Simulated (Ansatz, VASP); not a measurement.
## KIr in VASP and in Ansatz

```
CELL_PARAMETERS angstrom
0.00000 3.38551 3.38551
3.38551 0.00000 3.38551
3.38551 3.38551 0.00000
ATOMIC_POSITIONS crystal
K 0.00000 0.00000 0.00000
Ir 0.50000 0.50000 0.50000
```

Change from the starting cell: species swapped into the HoSe type (Fm-3m, No. 225).

Alike in both runs: functional PBE; k mesh 14 × 14 × 14; occupations gaussian, width 0.1 eV; collinear spin.

Ansatz relaxed the structure, and its values are those at the end. VASP's run is a single point on that final structure, the one shown.

|  | VASP | Ansatz |
| --- | --- | --- |
| version | VASP 6.6.1 | Ansatz 0.2.0 |
| potentials or method | VASP PAW PBE potentials, release 64 (K_sv, Ir), cutoff 520 eV | scalar-relativistic, plane waves, PAW |
| valence electrons in the cell | 18 | 26 |

```csv
,VASP,Ansatz,Ansatz less VASP
gap on the k mesh at the Fermi level (eV),none,none,-
pressure (GPa),0.0,0.0,0.00
net moment per atom (μB),1.00,1.00,0.000
size of the moment on the site where the two differ most (μB),1.88,1.92,+0.037
```

Site moments also hang on the region over which each program counts them. A gap of «none» marks a metal or a gap that the smearing closes. VASP's potentials hold 18 valence electrons a cell and Ansatz's 26, so a difference there can come from the potentials and not from the codes.

Neither program's run includes spin-orbit coupling.
